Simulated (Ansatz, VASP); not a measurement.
# P: VASP beside Ansatz

The input INCAR:

```
PREC = Accurate ; ENCUT = 520
EDIFF = 1E-6 ; ISMEAR = 0
SIGMA = 0.05 ; LREAL = F
LASPH = T ; NELM = 80
ALGO = Normal ; ISIF = 2
LWAVE = F ; LCHARG = F
GGA = CA ; NBANDS = 18
```

Contents of KPOINTS:

```
regular mesh
0
Gamma
  8 1 6
```

Contents of POSCAR:

```
P
1.0
    3.2837277200      0.0000000000      0.0000000000
    0.0000000000     34.8570309900      0.0000000000
    0.0000000000      0.0000000000      4.6320847100
P
4
Direct
   -0.0341114863      0.9702614300      0.6136886142
    0.0000000000      0.0297385700      0.4078492800
    0.5000000000      0.0297385700      0.0921507200
    0.5000000000      0.9702614300      0.9078492800
```

Input for Ansatz:

```yaml
crystal:
  lattice:
    - [3.28372772, 0.0, 0.0]
    - [0.0, 34.85703099, 0.0]
    - [0.0, 0.0, 4.63208471]
  atoms:
    - { symbol: P, position: [-0.0341114863, 0.97026143, 0.6136886142] }
    - { symbol: P, position: [0.0, 0.02973857, 0.40784928] }
    - { symbol: P, position: [0.5, 0.02973857, 0.09215072] }
    - { symbol: P, position: [0.5, 0.97026143, 0.90784928] }
basis:
  ecutwfc: 420
kpoints:
  mp_grid: { grid: [8, 1, 6] }
hamiltonian:
  xc: lda
scf:
  occupations: { method: gaussian, width: 0.05 }
output:
  forces: true
  stress: true
  eigenvalues: true
```

Alike in both runs: task single point; functional LDA; k mesh 8 × 1 × 6; occupations gaussian, width 0.05 eV; no spin polarisation.

|  | VASP | Ansatz |
| --- | --- | --- |
| version | VASP 6.6.1 | Ansatz 0.2.0 |
| potentials or method | VASP PAW LDA potentials, release 64 (P), cutoff 520 eV | scalar-relativistic, plane waves, PAW |
| valence electrons in the cell | 20 | 20 |

|  | VASP | Ansatz | Ansatz less VASP |
| --- | --- | --- | --- |
| gap on the k mesh at the Fermi level (eV) | 0.69 | 0.67 | -0.014 |
| least direct gap on the mesh (eV) | 0.69 | 0.68 | -0.008 |
| rms of the force components (eV/Å) | 0.951 | 0.970 | +0.0184 |

LDA's correlation is that of Perdew and Zunger in VASP and of Perdew and Wang (1992) in Ansatz. Atom by atom the forces differ by 0.029 eV/Å (rms over components).
